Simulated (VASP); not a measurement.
Runs of VASP 6.6.1 on NaF. Symmetry: P6_3/mmc, No. 194, hexagonal system. The conventional cell has a = 3.178 Å, b = 3.178 Å, c = 5.568 Å, α = 90.00°, β = 90.00°, γ = 120.00°. Na (site symmetry -3m) has 6 F at 2.30 Å and 2 Na at 2.78 Å within 3.0 Å. Within 3.0 Å of F (site symmetry -6m2) lie 6 Na at 2.30 Å. 

```csv
level,potentials or basis,k mesh,gap on the mesh (eV),pressure (GPa)
LDA,"VASP PAW LDA potentials, release 64 (Na_pv, F)",6 × 6 × 2,5.99,-3.2
PBE,"VASP PAW PBE potentials, release 64 (Na_pv, F)",6 × 6 × 2,6.34,3.5
r2SCAN,"VASP PAW PBE potentials, release 64 (Na_pv, F)",6 × 6 × 2,(a),-0.5
PBE,"VASP PAW PBE potentials, release 64 (Na_pv, F)",9 × 9 × 4,6.34,3.5
```

Alike in all rows: task single point; no spin polarisation; cell as given; cutoff (eV) 520; smearing gaussian 0.01 eV.

Estimate the missing entries.

(a) 7.22.

Caveats: some runs use coarse meshes; the PAW data sets were made with another functional, which shifts forces and pressure a little (some runs).

A k mesh can miss the band edges.
